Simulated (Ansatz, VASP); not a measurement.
## MnSi in VASP and in Ansatz

INCAR

```
  PREC = Accurate
  ENCUT = 520
  EDIFF = 1E-6
  ISMEAR = -1
  SIGMA = 0.05
  LREAL = F
  LASPH = T
  NELM = 150
  ALGO = Normal
  ISIF = 2
  LWAVE = F
  LCHARG = F
  ISPIN = 2
  MAGMOM = 4 0
  LORBIT = 11
  LMAXMIX = 4
  GGA = PE
  NBANDS = 20
```

Contents of KPOINTS:

```
regular mesh
0
Gamma
  9 9 9
```

POSCAR

```
MnSi
1.0
    3.0515614362      0.0000000000      0.0000000000
    0.0000000000      3.0515614362      0.0000000000
    0.0000000000      0.0000000000      3.0515614362
Mn Si
1 1
Direct
    0.0000000000      0.0000000000      0.0000000000
    0.5000000000      0.5000000000      0.5000000000
```

Contents of input.yaml:

```yaml
crystal:
  lattice:
    - [3.0515614362, 0.0, 0.0]
    - [0.0, 3.0515614362, 0.0]
    - [0.0, 0.0, 3.0515614362]
  atoms:
    - { symbol: Mn, position: [0.0, 0.0, 0.0], spin: 4.0 }
    - { symbol: Si, position: [0.5, 0.5, 0.5] }
kpoints:
  mp_grid: { grid: [9, 9, 9] }
scf:
  occupations: { method: fermi_dirac, width: 0.05 }
hamiltonian:
  xc: pbe
  pseudopotentials: { kind: all_electron, lapw: { basis_error: 0.0005 } }
magnetization:
  spin_polarized: true
output:
  forces: true
  stress: true
  eigenvalues: true
```

Change from the starting cell: volume scaled by 0.98.

Alike in both runs: task single point; functional PBE; k mesh 9 × 9 × 9; occupations fermi-dirac, width 0.05 eV; collinear spin.

|  | VASP | Ansatz |
| --- | --- | --- |
| version | VASP 6.6.1 | Ansatz 0.2.0 |
| potentials or method | VASP PAW PBE potentials, release 64 (Mn_pv, Si), cutoff 520 eV | all-electron LAPW, scalar-relativistic |

|  | VASP | Ansatz | Ansatz less VASP |
| --- | --- | --- | --- |
| gap on the k mesh at the Fermi level (eV) | none | none | - |
| pressure (GPa) | -22.9 | -29.9 | -6.97 |
| net moment per atom (μB) | 0.92 | 0.47 | -0.454 |
| size of the moment on the site where the two differ most (μB) | 2.00 | 1.07 | -0.924 |

The net moments are unlike, so the other rows may belong to different states. Site moments also hang on the region over which each program counts them. A gap of «none» marks a metal or a gap that the smearing closes. Ansatz ran all-electron here, and VASP with PAW potentials.
